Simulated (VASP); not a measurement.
Here is a VASP 6.6.1 calculation.

INCAR

```
SYSTEM = Ga
PREC = Accurate
ENCUT = 520
EDIFF = 1E-6
ISMEAR = -1
SIGMA = 0.1
LREAL = .False.
LASPH = .True.
NELM = 60
ALGO = Normal
ISIF = 2
LWAVE = .False.
LCHARG = .False.
GGA = RP
NBANDS = 34
```

The input KPOINTS:

```
regular mesh
0
Gamma
  10 10 9
  0 0 0
```

POSCAR

```
Ga
1.0
    2.4062080703     -4.0254029846      0.0000000000
    2.4062080703      4.0254029846      0.0000000000
    0.0000000000      0.0000000000      4.7207497985
Ga
4
Direct
    0.8438269408      0.1561730592      0.0823280072
    0.6561730592      0.3438269408      0.5823280072
    0.1561730592      0.8438269408      0.9176719928
    0.3438269408      0.6561730592      0.4176719928
```

Potentials or basis: VASP PAW PBE potentials, release 64 (Ga_d).

The run is started by

```console
$ cat potpaw_PBE.64/Ga_d/POTCAR > POTCAR
$ mpirun -np 1 vasp_std > vasp.out
```

Problem. Predict the largest force.

Solution. 0.059 eV/Å.

Problem. What does it give for the pressure?

Solution. -2.6 GPa.

Forces on the atoms (eV/Å):
```
Ga   0.000  0.058 -0.006
Ga   0.000 -0.058 -0.006
Ga   0.000 -0.058  0.006
Ga   0.000  0.058  0.006
```

Caveat: the PAW data sets were made with another functional, which shifts forces and pressure a little.
